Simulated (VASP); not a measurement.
Wanted: the native input for a VASP 6.6.1 run.

```
Task                   : single point
Functional             : r2SCAN
Potentials or basis    : VASP PAW PBE potentials, release 64 (Ca_sv, O)
Cutoff                 : 520 eV
k mesh                 : 8 × 8 × 8
Occupations            : gaussian, width 0.01 eV
Spin                   : no spin polarisation
Dipole correction      : no
Further INCAR settings : ALGO = Normal; EDIFF = 1e-07; NBANDS = 15
```

CaO:

```
Ca O
1.0
     2.76356    0.00000    0.00000
     0.00000    2.76356    0.00000
     0.00000    0.00000    2.90321
Ca O
1 1
Direct
  0.00000 0.00000 0.00000
  0.50000 0.50000 0.50000
```

This cell differs from its parent crystal: biaxial xy strain -4.8%.

One way to write it, as run:

POSCAR

```
CaO
1.0
    2.7635646136      0.0000000000      0.0000000000
    0.0000000000      2.7635646136      0.0000000000
    0.0000000000      0.0000000000      2.9032089648
Ca O
1 1
Direct
    0.0000000000      0.0000000000      0.0000000000
    0.5000000000      0.5000000000      0.5000000000
```

INCAR.step1

```
SYSTEM = CaO
PREC     = Accurate       ! precision mode
ENCUT    = 520            ! plane-wave cutoff, eV
ISMEAR   = 0              ! smearing method
SIGMA    = 0.01           ! smearing width, eV
LREAL    = .False.        ! projectors in reciprocal space
LASPH    = .True.         ! aspherical terms in the spheres
NELM     = 100            ! most SCF steps
NBANDS   = 15             ! bands
GGA      = PE             ! functional
ALGO     = Normal         ! electronic algorithm
EDIFF    = 1E-4           ! SCF threshold, eV
LWAVE    = .True.         ! write WAVECAR
LCHARG   = .False.        ! write CHGCAR
```

INCAR.step2

```
SYSTEM = CaO
PREC     = Accurate       ! precision mode
ENCUT    = 520            ! plane-wave cutoff, eV
EDIFF    = 1E-7           ! SCF threshold, eV
ISMEAR   = 0              ! smearing method
SIGMA    = 0.01           ! smearing width, eV
LREAL    = .False.        ! projectors in reciprocal space
LASPH    = .True.         ! aspherical terms in the spheres
NELM     = 100            ! most SCF steps
ALGO     = Normal         ! electronic algorithm
ISIF     = 2              ! what is computed and relaxed
LWAVE    = .False.        ! write WAVECAR
LCHARG   = .False.        ! write CHGCAR
METAGGA  = R2SCAN         ! meta-GGA
LMIXTAU  = .True.       
NBANDS   = 15             ! bands
ISTART   = 1
```

KPOINTS

```
regular mesh
0
Gamma
  8 8 8
  0 0 0
```

Potentials or basis: VASP PAW PBE potentials, release 64 (Ca_sv, O).

Command:

```console
$ cat potpaw_PBE.64/Ca_sv/POTCAR potpaw_PBE.64/O/POTCAR > POTCAR
$ cp INCAR.step1 INCAR
$ mpirun -np 1 vasp_std > vasp.out
$ cp INCAR.step2 INCAR
$ mpirun -np 1 vasp_std > vasp.out
```

It gave:

| Property | Result |
| --- | --- |
| Pressure | 16.5 GPa |
| Band gap on the k mesh | 3.03 eV (least direct gap 3.30 eV) |

Caveat: the cell differs from its parent crystal (biaxial xy strain -4.8%); the cell stands under pressure; the PAW data sets were made with another functional, which shifts forces and pressure a little.

Run time: 52 s on 1 thread of Intel(R) Xeon(R) Platinum 8488C (Sapphire Rapids) (shared host), peak memory 0.16 GiB.
